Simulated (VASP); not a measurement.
The system is MgSe.

```xyz
2
Lattice="0.0000 2.7363 2.7363 2.6952 0.0000 2.7363 2.6952 2.7363 0.0000" Properties=species:S:1:pos:R:3 pbc="T T T"
Mg    0.0000    0.0000    0.0000
Se    2.6952    2.7363    2.7363
```

This cell differs from its parent crystal: uniaxial x strain -1.5%.

Base run:

| Item | Value |
| --- | --- |
| Program | VASP 6.6.1 |
| Functional | PBE |
| Potentials or basis | VASP PAW PBE potentials, release 64 (Mg, Se) |
| Cutoff | 600 eV |
| k mesh | 8 × 8 × 8 |
| Occupations | fermi-dirac, width 0.02 eV |
| Spin | no spin polarisation |

Its results: band gap on the k mesh 1.74 eV, indirect (least direct gap 2.59 eV); pressure 2.2 GPa.

Q: The run is repeated on the same cell with these changes: k mesh from 8 × 8 × 8 to 4 × 4 × 4; occupations from fermi-dirac, width 0.02 eV to gaussian, width 0.01 eV. What comes out?

A: Band gap on the k mesh 1.70 eV, indirect (least direct gap 2.58 eV); pressure 2.6 GPa.

Caveats: some runs use coarse meshes.

A k mesh can miss the band edges.
